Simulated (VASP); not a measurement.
# Cr in VASP: notebook, part 2 of 2

VASP 6.6.1. The steps go on from the part before.

## (3) Single point, PBE, collinear spin, ferromagnetic start

Input file INCAR:

```
PREC = Accurate
ENCUT = 520
EDIFF = 1E-6
ISMEAR = -1
SIGMA = 0.08
LREAL = False
LASPH = True
NELM = 150
ALGO = Normal
ISIF = 2
LWAVE = False
LCHARG = True
ISPIN = 2
MAGMOM = 2 2 2 2 2
LORBIT = 11
LMAXMIX = 4
LDIPOL = True
IDIPOL = 3
DIPOL = 0.5 0.5 0.500
GGA = PE
LELF = True
LVHAR = True
LVACPOTAV = True
NBANDS = 42
```

Input file KPOINTS:

```
regular mesh
0
Gamma
  10 10 1
```

Input file POSCAR:

```
Cr
1.0
    4.0283716202      0.0000000000      0.0000000000
   -2.0141858101      3.4886721590      0.0000000000
    0.0000000000      0.0000000000     19.2892000000
Cr
5
Direct
    0.8333333333      0.1666666667      0.4179552377
    0.1666666667      0.8333333333      0.4618581442
    0.5000000000      0.5000000000      0.4999999759
    0.8333333333      0.1666666667      0.5381418781
    0.1666666667      0.8333333333      0.5820447642
```

Potentials or basis: VASP PAW PBE potentials, release 64 (Cr_pv).

Launch:

```
> cat potpaw_PBE.64/Cr_pv/POTCAR > POTCAR
> mpirun -np 1 vasp_std > vasp.out
```

OUTCAR:

```text
PREC = Accurate
   ENCUT = 520
   EDIFF = 1E-6
   ISMEAR = -1
   LREAL = False
   LASPH = True
   NELM = 150
   ISIF = 2
   ISPIN = 2
   LORBIT = 11
   GGA = PE

 ion  position               nearest neighbor table
   1  0.833  0.167  0.418-   4 2.32   2 2.48   2 2.48   2 2.48   3 2.81   3 2.81   3 2.81
   2  0.167  0.833  0.462-   5 2.32   3 2.44   3 2.44   3 2.44   1 2.48   1 2.48   1 2.48   4 2.75
                             4 2.75   4 2.75
   3  0.500  0.500  0.500-   2 2.44   2 2.44   2 2.44   4 2.44   4 2.44   4 2.44   1 2.81   1 2.81
                             1 2.81   5 2.81   5 2.81   5 2.81
   4  0.833  0.167  0.538-   1 2.32   3 2.44   3 2.44   3 2.44   5 2.48   5 2.48   5 2.48   2 2.75
                             2 2.75   2 2.75
   5  0.167  0.833  0.582-   2 2.32   4 2.48   4 2.48   4 2.48   3 2.81   3 2.81   3 2.81

  LATTYP: Found a hexagonal cell.
 ALAT       =     4.0283716202
 C/A-ratio  =     4.7883367819

  Lattice vectors:

 A1 = (   4.0283716202,   0.0000000000,   0.0000000000)
 A2 = (  -2.0141858101,   3.4886721590,   0.0000000000)
 A3 = (   0.0000000000,   0.0000000000,  19.2892000000)

Analysis of symmetry for initial positions (statically):
=====================================================================
 Subroutine PRICEL returns:
 Original cell was already a primitive cell.

 Routine SETGRP: Setting up the symmetry group for a
 hexagonal supercell.

 Subroutine GETGRP returns: Found 12 space group operations
 (whereof  4 operations were pure point group operations)
 out of a pool of 24 trial point group operations.

The static configuration has the point symmetry C_2h.
 The point group associated with its full space group is D_3d.

Analysis of symmetry for dynamics (positions and initial velocities):
=====================================================================
 Subroutine PRICEL returns:
 Original cell was already a primitive cell.

 Routine SETGRP: Setting up the symmetry group for a
 hexagonal supercell.
[... 174 lines left out ...]
 fundamental gap:      0.0363310476
 Fermi energy:        -0.6466508367

 spin component 1

 k-point     1 :       0.0000    0.0000    0.0000
  band No.  band energies     occupation
      1     -44.6290      1.00000
      2     -44.6246      1.00000
      3     -44.4247      1.00000
      4     -44.4247      1.00000
      5     -44.4172      1.00000
      6     -44.4172      1.00000
[... 619 lines left out ...]
     41       1.5345      0.00000
     42       1.6558      0.00000
 Fermi energy:        -0.6466508367

 spin component 2

 k-point     1 :       0.0000    0.0000    0.0000
  band No.  band energies     occupation
      1     -44.2849      1.00000
      2     -44.2294      1.00000
      3     -44.2294      1.00000
      4     -44.2135      1.00000
      5     -44.1694      1.00000
      6     -44.1694      1.00000
[... 619 lines left out ...]
     41       2.0474      0.00000
     42       2.0480      0.00000

------------------------ aborting loop because EDIFF is reached ----------------------------------------

  FORCE on cell =-STRESS in cart. coord.  units (eV):
  Direction    XX          YY          ZZ          XY          YZ          ZX
  --------------------------------------------------------------------------------------
  -------------------------------------------------------------------------------------
  Total       -0.5773930     -0.5773930      0.2093156      0.0000000     -0.0000000      0.0000000
  in kB       -3.4125436     -3.4125436      1.2371096      0.0000000     -0.0000000      0.0000000
  external PRESSURE =      -1.8626592 kB  Pullay stress =       0.0000000 kB

 VOLUME and BASIS-vectors are now :
 -----------------------------------------------------------------------------
  energy-cutoff  :      520.00
  volume of cell :      271.08
      direct lattice vectors                 reciprocal lattice vectors
     4.028371620  0.000000000  0.000000000     0.248239262  0.143321005  0.000000000
    -2.014185810  3.488672159  0.000000000     0.000000000  0.286642010  0.000000000
     0.000000000  0.000000000 19.289200000     0.000000000  0.000000000  0.051842482

 POSITION                                       TOTAL-FORCE (eV/Angst)
 -----------------------------------------------------------------------------------
      3.02128      0.58145      8.06202         0.000000     -0.000000     -0.055097
     -1.00709      2.90723      8.90887        -0.000000      0.000000     -0.051540
      1.00709      1.74434      9.64460         0.000000     -0.000000      0.000000
      3.02128      0.58145     10.38033        -0.000000     -0.000000      0.051540
     -1.00709      2.90723     11.22718        -0.000000      0.000000      0.055097
 -----------------------------------------------------------------------------------
    total drift:                                0.000001     -0.000000      0.000194

  FREE ENERGIE OF THE ION-ELECTRON SYSTEM (eV)
  ---------------------------------------------------
  free  energy   TOTEN  =       -41.9329761922 eV

  energy  without entropy=      -41.8220891358  energy(sigma->0) =      -41.87753266

 vacuum level on the upper side and lower side of the slab         3.291         3.291

 total charge

# of ion       s       p       d       tot
------------------------------------------
    1        0.394   6.181   4.199  10.773
    2        0.455   6.329   4.274  11.058
    3        0.421   6.323   4.228  10.972
    4        0.455   6.329   4.274  11.058
    5        0.394   6.181   4.199  10.773
--------------------------------------------------
tot          2.118  31.343  21.174  54.635

 magnetization (x)

# of ion       s       p       d       tot
------------------------------------------
    1        0.035   0.014   2.502   2.551
    2       -0.031   0.002  -1.733  -1.762
    3        0.002  -0.014   1.351   1.339
    4       -0.031   0.002  -1.733  -1.762
    5        0.035   0.014   2.502   2.551
--------------------------------------------------
tot          0.010   0.019   2.888   2.917
```

stdout:

```text
POSCAR found type information on POSCAR Cr
 POSCAR found :  1 types and       5 ions
 scaLAPACK will be used
 LDA part: xc-table for (Slater+PW92), standard interpolation
 POSCAR, INCAR and KPOINTS ok, starting setup
 FFT: planning ... GRIDC
 FFT: planning ... GRID_SOFT
 FFT: planning ... GRID
 WAVECAR not read
 entering main loop
 -----------------------------------------------------------------------------
|                                                                             |
|           W    W    AA    RRRRR   N    N  II  N    N   GGGG   !!!           |
|           W    W   A  A   R    R  NN   N  II  NN   N  G    G  !!!           |
|           W    W  A    A  R    R  N N  N  II  N N  N  G       !!!           |
|           W WW W  AAAAAA  RRRRR   N  N N  II  N  N N  G  GGG   !            |
|           WW  WW  A    A  R   R   N   NN  II  N   NN  G    G                |
|           W    W  A    A  R    R  N    N  II  N    N   GGGG   !!!           |
|                                                                             |
|     Did not find any points to average over, which means that no vacuum     |
|     field-free region was found. Please increase the size of  your cell     |
|     in the dimension of the dipole correction to obtain accurate            |
|     workfunction values.                                                    |
|                                                                             |
 -----------------------------------------------------------------------------
```

It took 13 min on 1 thread of Intel Xeon Platinum 8488C (Sapphire Rapids), shared host; peak memory 0.57 GiB.

What came out:

```yaml
Free_energy: -41.9330 eV
Largest_force: 0.055 eV/Å
Net_moment: 3.30 μB per cell
Site_moments: Cr +2.55, -1.76, +1.34 μB
Valence_electrons_inside_the_program's_atomic_spheres: Cr 10.77, 11.06, 10.97
```

Forces in eV/Å, atoms in the order of the input:
```
Cr   0.000  0.000 -0.055
Cr   0.000  0.000 -0.052
Cr   0.000  0.000  0.000
Cr   0.000  0.000  0.052
Cr   0.000  0.000  0.055
```
